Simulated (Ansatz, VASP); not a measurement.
# One calculation of TaCuSe3, two programs

File INCAR:

```
SYSTEM = TaCuSe3
PREC     = Accurate       ! precision mode
ENCUT    = 600            ! plane-wave cutoff, eV
EDIFF    = 1E-6           ! SCF threshold, eV
ISMEAR   = 0              ! smearing method
SIGMA    = 0.1            ! smearing width, eV
LREAL    = .FALSE.        ! projectors in reciprocal space
LASPH    = .TRUE.         ! aspherical terms in the spheres
NELM     = 80             ! most SCF steps
ALGO     = Normal         ! electronic algorithm
ISIF     = 3              ! what is computed and relaxed
LWAVE    = .FALSE.        ! write WAVECAR
LCHARG   = .FALSE.        ! write CHGCAR
GGA      = PE             ! functional
IBRION   = 2              ! ionic algorithm
NSW      = 90             ! ionic steps
EDIFFG   = -0.04          ! ionic threshold
```

KPOINTS

```
Automatic mesh
0
G
  4 4 4
  0 0 0
```

POSCAR

```
TaCuSe3
1.0
    4.5067567621      0.0000000000      0.0000000000
    0.0000000000      4.5067567621      0.0000000000
    0.0000000000      0.0000000000      4.5632324108
Ta Cu Se
1 1 3
Direct
    0.0000000000      0.0000000000      0.0000000000
    0.5000000000      0.5000000000      0.5150000000
    0.5000000000      0.5000000000      0.9750000000
    0.0000000000      0.5000000000      0.4850000000
    0.5000000000      0.0000000000      0.4850000000
```

Input for Ansatz:

```yaml
crystal:
  lattice:
    - [4.5067567621, 0.0, 0.0]
    - [0.0, 4.5067567621, 0.0]
    - [0.0, 0.0, 4.5632324108]
  atoms:
    - { symbol: Ta, position: [0.0, 0.0, 0.0] }
    - { symbol: Cu, position: [0.5, 0.5, 0.515] }
    - { symbol: Se, position: [0.5, 0.5, 0.975] }
    - { symbol: Se, position: [0.0, 0.5, 0.485] }
    - { symbol: Se, position: [0.5, 0.0, 0.485] }
basis:
  ecutwfc: 420
kpoints:
  mp_grid: { grid: [4, 4, 4] }
hamiltonian:
  xc: pbe
scf:
  occupations: { method: gaussian, width: 0.1 }
  lower_state_search: "off"
output:
  forces: true
  stress: true
  eigenvalues: true
relax:
  adjacent_minimum: "off"
  f_tol: 0.04
  max_steps: 70
  cell: { stress_tol: 0.4 }
```

Alike in both runs: task relaxation of cell and atoms; functional PBE; k mesh 4 × 4 × 4; occupations gaussian, width 0.1 eV; no spin polarisation.

```csv
,VASP,Ansatz
version,VASP 6.6.1,Ansatz 0.2.0
potentials or method,"VASP PAW PBE potentials, release 64 (Ta_pv, Cu, Se), cutoff 600 eV","scalar-relativistic, plane waves, PAW"
valence electrons in the cell,40,80
```

```tsv
	VASP	Ansatz	Ansatz less VASP
gap on the k mesh at the Fermi level, each at its own relaxed structure (eV)	none	none	-
relaxed volume (Å³/atom)	22.48	22.40	-0.085
relaxed length of the cell vector where the two differ most in proportion (Å)	4.125	4.119	-0.0061
```

A gap of «none» marks a metal or a gap that the smearing closes. VASP's potentials hold 40 valence electrons a cell and Ansatz's 80, so a difference there can come from the potentials and not from the codes.

Spin-orbit coupling is off throughout. Noted on VASP's run: the volume moved by over 15 % at a fixed basis, so the end points are rough.
